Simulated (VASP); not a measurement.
# CsPbBr3 (Pm-3m) in VASP: further runs

CsPbBr3 is run at these levels: PBEsol; tasks: single point, relaxation of cell and atoms.

Program: VASP 6.6.1. These are calculated values, not measurements. Logs are shortened: lines on timing, memory, paths and dates and some standing lists are left out, and cuts for length are marked.

## Step 1: The cell of the first run

Symmetry: Pm-3m, No. 221, cubic system. The conventional cell has a = 5.873 Å, b = 5.873 Å, c = 5.873 Å, α = 90.00°, β = 90.00°, γ = 90.00°. Within 5.4 Å of Cs (site symmetry m-3m) lie 12 Br at 4.15 Å and 8 Pb at 5.09 Å. Pb (site symmetry m-3m) has 6 Br at 2.94 Å within 3.9 Å. Br (site symmetry 4/mmm) has 2 Pb at 2.94 Å within 3.9 Å.

## Step 2: Single point, PBEsol

INCAR reads:

```
SYSTEM = CsPbBr3
  PREC = Accurate
  ENCUT = 520
  EDIFF = 1E-6
  ISMEAR = 0
  SIGMA = 0.02
  LREAL = .False.
  LASPH = .True.
  NELM = 80
  ALGO = Normal
  ISIF = 2
  LWAVE = .False.
  LCHARG = .False.
  GGA = PS
  NBANDS = 30
```

KPOINTS reads:

```
regular mesh
0
Gamma
  6 6 6
  0 0 0
```

POSCAR reads:

```
CsPbBr3
1.0
    5.8726275227      0.0000000000      0.0000000000
    0.0000000000      5.8726275227      0.0000000000
    0.0000000000      0.0000000000      5.8726275227
Cs Pb Br
1 1 3
Direct
    0.0000000000      0.0000000000      0.0000000000
    0.5000000000      0.5000000000      0.5000000000
    0.0000000000      0.5000000000      0.5000000000
    0.5000000000      0.0000000000      0.5000000000
    0.5000000000      0.5000000000      0.0000000000
```

Potentials or basis: VASP PAW PBE potentials, release 64 (Cs_sv, Pb_d, Br).

On the command line:

```
cat potpaw_PBE.64/Cs_sv/POTCAR potpaw_PBE.64/Pb_d/POTCAR potpaw_PBE.64/Br/POTCAR > POTCAR
mpirun -np 1 vasp_std > vasp.out
```

OUTCAR:

```text
SYSTEM = CsPbBr3
   PREC = Accurate
   ENCUT = 520
   EDIFF = 1E-6
   ISMEAR = 0
   LREAL = .False.
   LASPH = .True.
   NELM = 80
   ISIF = 2
   GGA = PS

 ion  position               nearest neighbor table
   1  0.000  0.000  0.000-
   2  0.500  0.500  0.500-   3 2.94   4 2.94   5 2.94   5 2.94   4 2.94   3 2.94
   3  0.000  0.500  0.500-   2 2.94   2 2.94
   4  0.500  0.000  0.500-   2 2.94   2 2.94
   5  0.500  0.500  0.000-   2 2.94   2 2.94

  LATTYP: Found a simple cubic cell.
 ALAT       =     5.8726275227

  Lattice vectors:

 A1 = (   5.8726275227,   0.0000000000,   0.0000000000)
 A2 = (   0.0000000000,   5.8726275227,   0.0000000000)
 A3 = (   0.0000000000,   0.0000000000,   5.8726275227)

Analysis of symmetry for initial positions (statically):
=====================================================================
 Subroutine PRICEL returns:
 Original cell was already a primitive cell.

 Routine SETGRP: Setting up the symmetry group for a
 simple cubic supercell.

 Subroutine GETGRP returns: Found 48 space group operations
 (whereof 48 operations were pure point group operations)
 out of a pool of 48 trial point group operations.

The static configuration has the point symmetry O_h .

Analysis of symmetry for dynamics (positions and initial velocities):
=====================================================================
 Subroutine PRICEL returns:
 Original cell was already a primitive cell.

 Routine SETGRP: Setting up the symmetry group for a
 simple cubic supercell.

 Subroutine GETGRP returns: Found 48 space group operations
 (whereof 48 operations were pure point group operations)
 out of a pool of 48 trial point group operations.

The dynamic configuration has the point symmetry O_h .

 Subroutine INISYM returns: Found 48 space group operations
 (whereof 48 operations are pure point group operations),
 and found     1 'primitive' translations

----------------------------------------------------------------------------------------

                                     Primitive cell

  volume of cell :     202.5337

  direct lattice vectors                    reciprocal lattice vectors
     5.872627523  0.000000000  0.000000000     0.170281530  0.000000000  0.000000000
     0.000000000  5.872627523  0.000000000     0.000000000  0.170281530  0.000000000
     0.000000000  0.000000000  5.872627523     0.000000000  0.000000000  0.170281530

  length of vectors
     5.872627523  5.872627523  5.872627523     0.170281530  0.170281530  0.170281530

  position of ions in fractional coordinates (direct lattice)
     0.000000000  0.000000000  0.000000000
     0.500000000  0.500000000  0.500000000
     0.000000000  0.500000000  0.500000000
     0.500000000  0.000000000  0.500000000
     0.500000000  0.500000000  0.000000000

  ion indices of the primitive-cell ions
   primitive index   ion index
                 1           1
                 2           2
                 3           3
                 4           4
                 5           5

----------------------------------------------------------------------------------------

 KPOINTS: regular mesh

Automatic generation of k-mesh.
 Grid dimensions read from file:
 generate k-points for:    6    6    6

 Generating k-lattice:

  Cartesian coordinates                     Fractional coordinates (reciprocal lattice)
     0.028380255  0.000000000  0.000000000     0.166666667  0.000000000  0.000000000
     0.000000000  0.028380255  0.000000000     0.000000000  0.166666667  0.000000000
     0.000000000  0.000000000  0.028380255     0.000000000  0.000000000  0.166666667

  Length of vectors
     0.028380255  0.028380255  0.028380255

  Shift w.r.t. Gamma in fractional coordinates (k-lattice)
     0.000000000  0.000000000  0.000000000

 Subroutine IBZKPT returns following result:
 ===========================================

 Found     20 irreducible k-points:

 Following reciprocal coordinates:
            Coordinates               Weight
  0.000000  0.000000  0.000000      1.000000
  0.166667  0.000000  0.000000      6.000000
  0.333333  0.000000  0.000000      6.000000
  0.500000  0.000000  0.000000      3.000000
  0.166667  0.166667  0.000000     12.000000
  0.333333  0.166667  0.000000     24.000000
[... 12 lines left out ...]
  0.500000  0.500000  0.333333      6.000000
  0.500000  0.500000  0.500000      1.000000
   k-points           NKPTS =     20   k-points in BZ     NKDIM =     20   number of bands    NBANDS=     30
   number of dos      NEDOS =    301   number of ions     NIONS =      5
   total plane-waves  NPLWV = 110592
   dimension x,y,z NGX =    48 NGY =   48 NGZ =   48
   dimension x,y,z NGXF=    96 NGYF=   96 NGZF=   96
   ions per type =               1   1   3
   NGX,Y,Z   is equivalent  to a cutoff of  13.59, 13.59, 13.59 a.u.
   NGXF,Y,Z  is equivalent  to a cutoff of  27.18, 27.18, 27.18 a.u.
 SYSTEM =  CsPbBr3
   PREC   = accura    normal or accurate (medium, high low for compatibility)
   ISTART =      0    job   : 0-new  1-cont  2-samecut
   ICHARG =      2    charge: 1-file 2-atom 10-const
   ISPIN  =      1    spin polarized calculation?
   LNONCOLLINEAR =      F non collinear calculations
   LSORBIT =      F    spin-orbit coupling
   LASPH  =      T    aspherical Exc in radial PAW
   ENCUT  =  520.0 eV  38.22 Ry    6.18 a.u.  10.92 10.92 10.92*2*pi/ulx,y,z
   NELM   =     80;   NELMIN=  2; NELMDL= -5     # of ELM steps
   EDIFF  = 0.1E-05   stopping-criterion for ELM
   LREAL  =      F    real-space projection
   EDIFFG = 0.1E-04   stopping-criterion for IOM
   NSW    =      0    number of steps for IOM
   IBRION =     -1    ionic relax: 0-MD 1-quasi-New 2-CG
   NFREE  =      0    steps in history (QN), initial steepest desc. (CG)
   ISIF   =      2    stress and relaxation
   ISYM   =      2    0-nonsym 1-usesym 2-fastsym
   POTIM  = 0.5000    time-step for ionic-motion
   TEBEG  =    0.0;   TEEND  =   0.0 temperature during run
   PSTRESS=    0.0 pullay stress
   NELECT =      44.0000    total number of electrons
   NUPDOWN=      -1.0000    fix difference up-down
   EMIN   =  10.00;   EMAX   =-10.00  energy-range for DOS
   EFERMI =   0.00;   METHOD = LEGACY
   ISMEAR =     0;   SIGMA  =   0.02  broadening in eV -4-tet -1-fermi 0-gaus
   EFERMI_NEDOS =   21; number of points for ismear=-14 and -15
   IALGO  =     38    algorithm
   IMIX   =      4    mixing-type and parameters
     AMIX     =   0.40;   BMIX     =  1.00
     AMIX_MAG =   1.60;   BMIX_MAG =  1.00
  volume/ion in A,a.u.               =      40.51       273.35
  Fermi-wavevector in a.u.,A,eV,Ry     =   0.984147  1.859768 13.177857  0.968545
  Thomas-Fermi vector in A             =   2.115358
   LORBIT       =      0    0 simple, 1 ext, 2 COOP (PROOUT), +10 PAW based schemes
   GGA     = PS    functional components
   LHFCALC =     F    Hartree Fock is set to
   AEXX    =    0.0000 exact exchange contribution
   IVDW    =     0    specifies the selected vdW correction
   LEPSILON=     F    determine dielectric tensor
   LRPA    =     F    only Hartree local field effects (RPA)
 non-spin polarized calculation
 Gauss-broadening in eV      SIGMA  =   0.02
  energy-cutoff  :      520.00
  volume of cell :      202.53
 maximum number of plane-waves:      5520
 NGX is ok and might be reduce to    48
   NGX = 21   NGY = 21   NGZ = 21

 number of electron      44.0000000 magnetization

 Free energy of the ion-electron system (eV)
  ---------------------------------------------------
  ext. energy  EPLUGINS =         0.00000000
  ---------------------------------------------------
  free energy    TOTEN  =       -16.80754891 eV

  energy without entropy =      -16.80754891  energy(sigma->0) =      -16.80754891

 E-fermi :   1.3141     XC(G=0):  -7.8120

 val. band max:        1.1902558123   @ k =   0.5000   0.5000   0.5000
 cond. band min:       2.6233201317   @ k =   0.5000   0.5000   0.5000
 fundamental gap:      1.4330643194
 Fermi energy:         1.3141056251

 k-point     1 :       0.0000    0.0000    0.0000
  band No.  band energies     occupation
      1     -20.2568      2.00000
      2     -15.6275      2.00000
      3     -15.6275      2.00000
      4     -15.4568      2.00000
      5     -15.4568      2.00000
      6     -15.4568      2.00000
[... 22 lines left out ...]
     29       7.1382      0.00000
     30       7.1382      0.00000

 k-point     2 :       0.1667    0.0000    0.0000
  band No.  band energies     occupation
      1     -20.2565      2.00000
      2     -15.6275      2.00000
      3     -15.6112      2.00000
      4     -15.4571      2.00000
      5     -15.4571      2.00000
      6     -15.4568      2.00000
[... 22 lines left out ...]
     29       6.2611      0.00000
     30       7.0880      0.00000

 k-point     3 :       0.3333    0.0000    0.0000
  band No.  band energies     occupation
      1     -20.2560      2.00000
      2     -15.6275      2.00000
      3     -15.5778      2.00000
      4     -15.4576      2.00000
      5     -15.4576      2.00000
      6     -15.4568      2.00000
[... 22 lines left out ...]
     29       6.3764      0.00000
     30       7.2451      0.00000

 k-point     4 :       0.5000    0.0000    0.0000
  band No.  band energies     occupation
      1     -20.2557      2.00000
      2     -15.6274      2.00000
      3     -15.5607      2.00000
      4     -15.4579      2.00000
      5     -15.4579      2.00000
      6     -15.4568      2.00000
[... 22 lines left out ...]
     29       6.5373      0.00000
     30       7.3529      0.00000

 k-point     5 :       0.1667    0.1667    0.0000
  band No.  band energies     occupation
      1     -20.2562      2.00000
      2     -15.6194      2.00000
      3     -15.6026      2.00000
      4     -15.4574      2.00000
      5     -15.4571      2.00000
      6     -15.4571      2.00000
[... 22 lines left out ...]
     29       6.2465      0.00000
     30       6.7282      0.00000
[... 394 lines left out ...]
     29       6.8331      0.00000
     30       7.2975      0.00000

 k-point    18 :       0.5000    0.3333    0.3333
  band No.  band energies     occupation
      1     -20.2544      2.00000
      2     -15.5488      2.00000
      3     -15.5298      2.00000
      4     -15.4587      2.00000
      5     -15.4587      2.00000
      6     -15.4584      2.00000
[... 22 lines left out ...]
     29       6.6090      0.00000
     30       7.1575      0.00000

 k-point    19 :       0.5000    0.5000    0.3333
  band No.  band energies     occupation
      1     -20.2542      2.00000
      2     -15.5394      2.00000
      3     -15.5198      2.00000
      4     -15.4589      2.00000
      5     -15.4587      2.00000
      6     -15.4587      2.00000
[... 22 lines left out ...]
     29       6.4371      0.00000
     30       7.3218      0.00000

 k-point    20 :       0.5000    0.5000    0.5000
  band No.  band energies     occupation
      1     -20.2540      2.00000
      2     -15.5198      2.00000
      3     -15.5198      2.00000
      4     -15.4590      2.00000
      5     -15.4590      2.00000
      6     -15.4590      2.00000
[... 22 lines left out ...]
     29       6.3188      0.00000
     30       7.5746      0.00000

------------------------ aborting loop because EDIFF is reached ----------------------------------------

  FORCE on cell =-STRESS in cart. coord.  units (eV):
  Direction    XX          YY          ZZ          XY          YZ          ZX
  --------------------------------------------------------------------------------------
  -------------------------------------------------------------------------------------
  Total       -0.0114118     -0.0114118     -0.0114118     -0.0000000      0.0000000     -0.0000000
  in kB       -0.0902746     -0.0902746     -0.0902746     -0.0000000      0.0000000     -0.0000000
  external PRESSURE =      -0.0902746 kB  Pullay stress =       0.0000000 kB

 VOLUME and BASIS-vectors are now :
 -----------------------------------------------------------------------------
  energy-cutoff  :      520.00
  volume of cell :      202.53
      direct lattice vectors                 reciprocal lattice vectors
     5.872627523  0.000000000  0.000000000     0.170281530  0.000000000  0.000000000
     0.000000000  5.872627523  0.000000000     0.000000000  0.170281530  0.000000000
     0.000000000  0.000000000  5.872627523     0.000000000  0.000000000  0.170281530

 POSITION                                       TOTAL-FORCE (eV/Angst)
 -----------------------------------------------------------------------------------
      0.00000      0.00000      0.00000         0.000000      0.000000      0.000000
      2.93631      2.93631      2.93631         0.000000      0.000000      0.000000
      0.00000      2.93631      2.93631         0.000000      0.000000      0.000000
      2.93631      0.00000      2.93631         0.000000      0.000000      0.000000
      2.93631      2.93631      0.00000         0.000000      0.000000      0.000000
 -----------------------------------------------------------------------------------
    total drift:                                0.000000     -0.000000     -0.000000

  FREE ENERGIE OF THE ION-ELECTRON SYSTEM (eV)
  ---------------------------------------------------
  free  energy   TOTEN  =       -16.8075489134 eV

  energy  without entropy=      -16.8075489134  energy(sigma->0) =      -16.80754891
```

Run time: 1.9 min. Hardware: 1 thread of Oxide Virtual Turin-like, shared host; peak memory 0.36 GiB.

Results:

```yaml
Free_energy: -16.8075 eV
Pressure: 0.0 GPa
Band_gap_on_the_k_mesh: 1.43 eV, direct
```

Caveat: the PAW data sets were made with another functional, which shifts forces and pressure a little; spin-orbit coupling is left out, which moves the levels of the heavy elements. A k mesh can miss the band edges.

## Step 3: Relaxation of cell and atoms, PBEsol

This run uses another cell than the first one, of 43.26 Å³/atom, 1.068 times its volume.

INCAR reads:

```
SYSTEM = CsPbBr3
ALGO = Normal ; EDIFF = 1E-7
EDIFFG = -0.005 ; ENCUT = 600
GGA = PS ; IBRION = 2
ISIF = 3 ; ISMEAR = 0
LASPH = .TRUE. ; LCHARG = .FALSE.
LREAL = .FALSE. ; LWAVE = .FALSE.
NELM = 80 ; NSW = 70
PREC = Accurate ; SIGMA = 0.02
```

KPOINTS reads:

```
k-points
0
G
  6 6 6
  0 0 0
```

Changes to POSCAR since step 2:

```diff
@@ -2,5 +2,5 @@
 1.0
-    5.8726275227      0.0000000000      0.0000000000
-    0.0000000000      5.8726275227      0.0000000000
-    0.0000000000      0.0000000000      5.8726275227
+    6.0027199607      0.0000000000      0.0000000000
+    0.0000000000      6.0027199607      0.0000000000
+    0.0000000000      0.0000000000      6.0027199607
 Cs Pb Br
```

Potentials or basis: VASP PAW PBE potentials, release 64 (Cs_sv, Pb_d, Br).

On the command line:

```
cat potpaw_PBE.64/Cs_sv/POTCAR potpaw_PBE.64/Pb_d/POTCAR potpaw_PBE.64/Br/POTCAR > POTCAR
mpirun -np 1 vasp_std > vasp.out
```

It took 6.6 min on 1 thread of Oxide Virtual Turin-like, shared host; peak memory 0.4 GiB.

The run converged. Its results:

* Free energy: -16.8088 eV
* Relaxed volume: 40.54 Å³/atom
* Relaxed cell: a = 5.874 Å, b = 5.874 Å, c = 5.874 Å, α = 90.00°, β = 90.00°, γ = 90.00°
* Space group after relaxing (to 0.05 Å): Pm-3m (No. 221)
* Energy gained by relaxing: 11.0 meV/atom
* Ionic steps: 3
* Pressure after relaxing: 0.0 GPa
* Band gap on the k mesh: 1.44 eV, direct

Step by step:
| step | energy change (eV) | largest force (eV/Å) | pressure (GPa) | volume (Å³) |
| --- | --- | --- | --- | --- |
| 1 | 0.0000 | 0.0000 | -1.21 | 216.29 |
| 2 | -0.0506 | 0.0000 | -0.37 | 206.26 |
| 3 | -0.0548 | 0.0000 | -0.01 | 202.72 |

Final structure:
```
Cs Pb Br
1.0
     5.87447    0.00000    0.00000
     0.00000    5.87447    0.00000
     0.00000    0.00000    5.87447
Cs Pb Br
1 1 3
Cartesian
  0.0000 0.0000 0.0000
  2.9372 2.9372 2.9372
  0.0000 2.9372 2.9372
  2.9372 0.0000 2.9372
  2.9372 2.9372 0.0000
```

Levels at points of the mesh, in eV from the valence-band top:
| k point | band 20 | band 21 | band 22 | band 23 | band 24 | band 25 |
| --- | --- | --- | --- | --- | --- | --- |
| (0.00, 0.00, 0.00) | -2.04 | -2.04 | -2.04 | 2.89 | 4.03 | 4.03 |
| (0.50, 0.00, 0.00) | -2.15 | -2.15 | -1.44 | 2.50 | 4.37 | 4.94 |
| (0.50, 0.50, 0.00) | -2.27 | -1.68 | -0.71 | 2.00 | 2.00 | 4.80 |
| (0.50, 0.50, 0.50) | -1.66 | -1.66 | 0.00 | 1.44 | 1.44 | 1.44 |

Caveat: the PAW data sets were made with another functional, which shifts forces and pressure a little; spin-orbit coupling is left out, which moves the levels of the heavy elements. A k mesh can miss the band edges.
